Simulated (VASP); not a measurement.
# C (Fd-3m) in VASP: single point with LDA

Aim: the single point of C with LDA.

Program: VASP 6.6.1. These are calculated values, not measurements. Logs are shortened: lines on timing, memory, paths and dates and some standing lists are left out, and cuts for length are marked.

### 1 The cell of the first run

It takes space group Fd-3m (No. 227, cubic). The conventional cell has a = 3.531 Å, b = 3.531 Å, c = 3.531 Å, α = 90.00°, β = 90.00°, γ = 90.00°. C (site symmetry -43m) has 4 C at 1.53 Å within 2.0 Å.

### 2 Single point, LDA

Contents of INCAR:

```
SYSTEM = C
PREC     = Accurate       ! precision mode
ENCUT    = 600            ! plane-wave cutoff, eV
EDIFF    = 1E-6           ! SCF threshold, eV
ISMEAR   = 0              ! smearing method
SIGMA    = 0.02           ! smearing width, eV
LREAL    = .False.        ! projectors in reciprocal space
LASPH    = .True.         ! aspherical terms in the spheres
NELM     = 120            ! most SCF steps
ALGO     = Normal         ! electronic algorithm
ISIF     = 2              ! what is computed and relaxed
LWAVE    = .False.        ! write WAVECAR
LCHARG   = .True.         ! write CHGCAR
LELF     = .True.         ! ELF
LVHAR    = .True.       
NBANDS   = 11             ! bands
GGA_COMPAT= .False.
```

Contents of KPOINTS:

```
regular mesh
0
Gamma
  12 12 12
  0 0 0
```

Contents of POSCAR:

```
C
1.0
    0.0000000000      1.7657234643      1.7657234643
    1.7657234643      0.0000000000      1.7657234643
    1.7657234643      1.7657234643      0.0000000000
C
2
Direct
    0.0000000000      0.0000000000      0.0000000000
    0.2500000000      0.2500000000      0.2500000000
```

Potentials or basis: VASP PAW LDA potentials, release 64 (C).

On the command line:

```bash
$ cat potpaw_LDA.64/C/POTCAR > POTCAR
$ mpirun -np 1 vasp_std > vasp.out
```

OUTCAR:

```text
SYSTEM = C
   PREC = Accurate
   ENCUT = 600
   EDIFF = 1E-6
   ISMEAR = 0
   LREAL = .False.
   LASPH = .True.
   NELM = 120
   ISIF = 2

 ion  position               nearest neighbor table
   1  0.000  0.000  0.000-   2 1.53   2 1.53   2 1.53   2 1.53
   2  0.250  0.250  0.250-   1 1.53   1 1.53   1 1.53   1 1.53

  LATTYP: Found a face centered cubic cell.
 ALAT       =     3.5314469286

  Lattice vectors:

 A1 = (   0.0000000000,   1.7657234643,   1.7657234643)
 A2 = (   1.7657234643,   0.0000000000,   1.7657234643)
 A3 = (   1.7657234643,   1.7657234643,   0.0000000000)

Analysis of symmetry for initial positions (statically):
=====================================================================
 Subroutine PRICEL returns:
 Original cell was already a primitive cell.

 Routine SETGRP: Setting up the symmetry group for a
 face centered cubic supercell.

 Subroutine GETGRP returns: Found 48 space group operations
 (whereof 24 operations were pure point group operations)
 out of a pool of 48 trial point group operations.

The static configuration has the point symmetry T_d .
 The point group associated with its full space group is O_h .

Analysis of symmetry for dynamics (positions and initial velocities):
=====================================================================
 Subroutine PRICEL returns:
 Original cell was already a primitive cell.

 Routine SETGRP: Setting up the symmetry group for a
 face centered cubic supercell.

 Subroutine GETGRP returns: Found 48 space group operations
 (whereof 24 operations were pure point group operations)
 out of a pool of 48 trial point group operations.

The dynamic configuration has the point symmetry T_d .
 The point group associated with its full space group is O_h .

 Subroutine INISYM returns: Found 48 space group operations
 (whereof 24 operations are pure point group operations),
 and found     1 'primitive' translations

----------------------------------------------------------------------------------------

                                     Primitive cell

  volume of cell :      11.0103

  direct lattice vectors                    reciprocal lattice vectors
     0.000000000  1.765723464  1.765723464    -0.283170049  0.283170049  0.283170049
     1.765723464  0.000000000  1.765723464     0.283170049 -0.283170049  0.283170049
     1.765723464  1.765723464  0.000000000     0.283170049  0.283170049 -0.283170049

  length of vectors
     2.497110071  2.497110071  2.497110071     0.490464912  0.490464912  0.490464912

  position of ions in fractional coordinates (direct lattice)
     0.000000000  0.000000000  0.000000000
     0.250000000  0.250000000  0.250000000

  ion indices of the primitive-cell ions
   primitive index   ion index
                 1           1
                 2           2

----------------------------------------------------------------------------------------

 KPOINTS: regular mesh

Automatic generation of k-mesh.
 Grid dimensions read from file:
 generate k-points for:   12   12   12

 Generating k-lattice:

  Cartesian coordinates                     Fractional coordinates (reciprocal lattice)
    -0.023597504  0.023597504  0.023597504     0.083333333  0.000000000  0.000000000
     0.023597504 -0.023597504  0.023597504     0.000000000  0.083333333  0.000000000
     0.023597504  0.023597504 -0.023597504     0.000000000  0.000000000  0.083333333

  Length of vectors
     0.040872076  0.040872076  0.040872076

  Shift w.r.t. Gamma in fractional coordinates (k-lattice)
     0.000000000  0.000000000  0.000000000

 Subroutine IBZKPT returns following result:
 ===========================================

 Found     72 irreducible k-points:

 Following reciprocal coordinates:
            Coordinates               Weight
  0.000000  0.000000  0.000000      1.000000
  0.083333  0.000000  0.000000      8.000000
  0.166667  0.000000  0.000000      8.000000
  0.250000  0.000000  0.000000      8.000000
  0.333333  0.000000  0.000000      8.000000
  0.416667  0.000000  0.000000      8.000000
[... 16 lines left out ...]
  0.500000  0.166667  0.000000     24.000000
 -0.416667  0.166667  0.000000     24.000000
 [... further k-points ...]
   k-points           NKPTS =     72   k-points in BZ     NKDIM =     72   number of bands    NBANDS=     11
   number of dos      NEDOS =    301   number of ions     NIONS =      2
   total plane-waves  NPLWV =   8000
   dimension x,y,z NGX =    20 NGY =   20 NGZ =   20
   dimension x,y,z NGXF=    40 NGYF=   40 NGZF=   40
   ions per type =               2
   NGX,Y,Z   is equivalent  to a cutoff of  13.32, 13.32, 13.32 a.u.
   NGXF,Y,Z  is equivalent  to a cutoff of  26.63, 26.63, 26.63 a.u.
 SYSTEM =  C
   PREC   = accura    normal or accurate (medium, high low for compatibility)
   ISTART =      0    job   : 0-new  1-cont  2-samecut
   ICHARG =      2    charge: 1-file 2-atom 10-const
   ISPIN  =      1    spin polarized calculation?
   LNONCOLLINEAR =      F non collinear calculations
   LSORBIT =      F    spin-orbit coupling
   LASPH  =      T    aspherical Exc in radial PAW
   ENCUT  =  600.0 eV  44.10 Ry    6.64 a.u.   4.99  4.99  4.99*2*pi/ulx,y,z
   NELM   =    120;   NELMIN=  2; NELMDL= -5     # of ELM steps
   EDIFF  = 0.1E-05   stopping-criterion for ELM
   LREAL  =      F    real-space projection
   EDIFFG = 0.1E-04   stopping-criterion for IOM
   NSW    =      0    number of steps for IOM
   IBRION =     -1    ionic relax: 0-MD 1-quasi-New 2-CG
   NFREE  =      0    steps in history (QN), initial steepest desc. (CG)
   ISIF   =      2    stress and relaxation
   ISYM   =      2    0-nonsym 1-usesym 2-fastsym
   POTIM  = 0.5000    time-step for ionic-motion
   TEBEG  =    0.0;   TEEND  =   0.0 temperature during run
   PSTRESS=    0.0 pullay stress
   NELECT =       8.0000    total number of electrons
   NUPDOWN=      -1.0000    fix difference up-down
   EMIN   =  10.00;   EMAX   =-10.00  energy-range for DOS
   EFERMI =   0.00;   METHOD = LEGACY
   ISMEAR =     0;   SIGMA  =   0.02  broadening in eV -4-tet -1-fermi 0-gaus
   EFERMI_NEDOS =   21; number of points for ismear=-14 and -15
   IALGO  =     38    algorithm
   IMIX   =      4    mixing-type and parameters
     AMIX     =   0.40;   BMIX     =  1.00
     AMIX_MAG =   1.60;   BMIX_MAG =  1.00
  volume/ion in A,a.u.               =       5.51        37.15
  Fermi-wavevector in a.u.,A,eV,Ry     =   1.471766  2.781235 29.471519  2.166096
  Thomas-Fermi vector in A             =   2.586862
   LORBIT       =      0    0 simple, 1 ext, 2 COOP (PROOUT), +10 PAW based schemes
   GGA     = CA    functional components
   LHFCALC =     F    Hartree Fock is set to
   AEXX    =    0.0000 exact exchange contribution
   IVDW    =     0    specifies the selected vdW correction
   LEPSILON=     F    determine dielectric tensor
   LRPA    =     F    only Hartree local field effects (RPA)
 non-spin polarized calculation
 Gauss-broadening in eV      SIGMA  =   0.02
  energy-cutoff  :      600.00
  volume of cell :       11.01
 maximum number of plane-waves:       380
   NGX =  9   NGY =  9   NGZ =  9

 number of electron       7.9999998 magnetization

 Free energy of the ion-electron system (eV)
  ---------------------------------------------------
  ext. energy  EPLUGINS =         0.00000000
  ---------------------------------------------------
  free energy    TOTEN  =       -20.25205694 eV

  energy without entropy =      -20.25205694  energy(sigma->0) =      -20.25205694

 E-fermi :  10.4210     XC(G=0): -13.6444

 val. band max:       10.1633044209   @ k =   0.0000   0.0000   0.0000
 cond. band min:      14.3613471956   @ k =   0.3333   0.3333   0.0000
 fundamental gap:      4.1980427748
 Fermi energy:        10.4209514024

 k-point     1 :       0.0000    0.0000    0.0000
  band No.  band energies     occupation
      1     -11.5561      2.00000
      2      10.1633      2.00000
      3      10.1633      2.00000
      4      10.1633      2.00000
      5      15.7902      0.00000
      6      15.7902      0.00000
      7      15.7902      0.00000
      8      24.4067      0.00000
      9      29.5636      0.00000
     10      37.1311      0.00000
     11      37.1311      0.00000

 k-point     2 :       0.0833    0.0000    0.0000
  band No.  band energies     occupation
      1     -11.3602      2.00000
      2       8.9215      2.00000
      3       9.8307      2.00000
      4       9.8307      2.00000
      5      16.2249      0.00000
      6      16.2249      0.00000
      7      16.5437      0.00000
      8      24.5145      0.00000
      9      29.8753      0.00000
     10      34.8025      0.00000
     11      34.8025      0.00000

 k-point     3 :       0.1667    0.0000    0.0000
  band No.  band energies     occupation
      1     -10.7744      2.00000
      2       6.3606      2.00000
      3       9.1112      2.00000
      4       9.1112      2.00000
      5      17.1641      0.00000
      6      17.1641      0.00000
      7      17.7377      0.00000
      8      24.8189      0.00000
      9      30.5267      0.00000
     10      33.1573      0.00000
     11      33.1573      0.00000
[... 267 lines left out ...]
 k-point    23 :       0.5000    0.1667    0.0000
  band No.  band energies     occupation
      1      -5.6346      2.00000
      2      -2.0611      2.00000
      3       5.1111      2.00000
      4       6.0910      2.00000
      5      17.3144      0.00000
      6      21.0023      0.00000
      7      21.8299      0.00000
      8      24.5787      0.00000
      9      30.3560      0.00000
     10      34.2731      0.00000
     11      37.0070      0.00000

 k-point    24 :      -0.4167    0.1667    0.0000
  band No.  band energies     occupation
      1      -5.1603      2.00000
      2      -2.6235      2.00000
      3       4.6071      2.00000
      4       6.4819      2.00000
      5      17.7607      0.00000
      6      20.5027      0.00000
      7      21.8134      0.00000
      8      25.7640      0.00000
      9      29.6689      0.00000
     10      34.5577      0.00000
     11      34.9821      0.00000

 [... further k-points ...]

------------------------ aborting loop because EDIFF is reached ----------------------------------------

  FORCE on cell =-STRESS in cart. coord.  units (eV):
  Direction    XX          YY          ZZ          XY          YZ          ZX
  --------------------------------------------------------------------------------------
  -------------------------------------------------------------------------------------
  Total        0.0651086      0.0651086      0.0651086      0.0000000      0.0000000      0.0000000
  in kB        9.4743863      9.4743863      9.4743863      0.0000000      0.0000000      0.0000000
  external PRESSURE =       9.4743863 kB  Pullay stress =       0.0000000 kB

 VOLUME and BASIS-vectors are now :
 -----------------------------------------------------------------------------
  energy-cutoff  :      600.00
  volume of cell :       11.01
      direct lattice vectors                 reciprocal lattice vectors
     0.000000000  1.765723464  1.765723464    -0.283170049  0.283170049  0.283170049
     1.765723464  0.000000000  1.765723464     0.283170049 -0.283170049  0.283170049
     1.765723464  1.765723464  0.000000000     0.283170049  0.283170049 -0.283170049

 POSITION                                       TOTAL-FORCE (eV/Angst)
 -----------------------------------------------------------------------------------
      0.00000      0.00000      0.00000         0.000000      0.000000      0.000000
      0.88286      0.88286      0.88286        -0.000000     -0.000000     -0.000000
 -----------------------------------------------------------------------------------
    total drift:                                0.000000      0.000000      0.000000

  FREE ENERGIE OF THE ION-ELECTRON SYSTEM (eV)
  ---------------------------------------------------
  free  energy   TOTEN  =       -20.2520569422 eV

  energy  without entropy=      -20.2520569422  energy(sigma->0) =      -20.25205694
```

It took 6.3 s on 1 thread of Intel Xeon Platinum 8488C (Sapphire Rapids), shared host; peak memory 0.11 GiB.

Results:

```
Free energy            : -20.2521 eV
Pressure               : 0.9 GPa
Band gap on the k mesh : 4.20 eV, indirect (least direct gap 5.63 eV)
```

Levels at points of the mesh, in eV from the valence-band top:
| k point | band 2 | band 3 | band 4 | band 5 | band 6 | band 7 |
| --- | --- | --- | --- | --- | --- | --- |
| (0.00, 0.00, 0.00) | 0.00 | 0.00 | 0.00 | 5.63 | 5.63 | 5.63 |
| (0.50, 0.00, 0.00) | -13.69 | -2.87 | -2.87 | 8.51 | 8.51 | 9.42 |
| (0.50, 0.50, 0.00) | -12.82 | -6.47 | -6.47 | 4.77 | 4.77 | 17.08 |
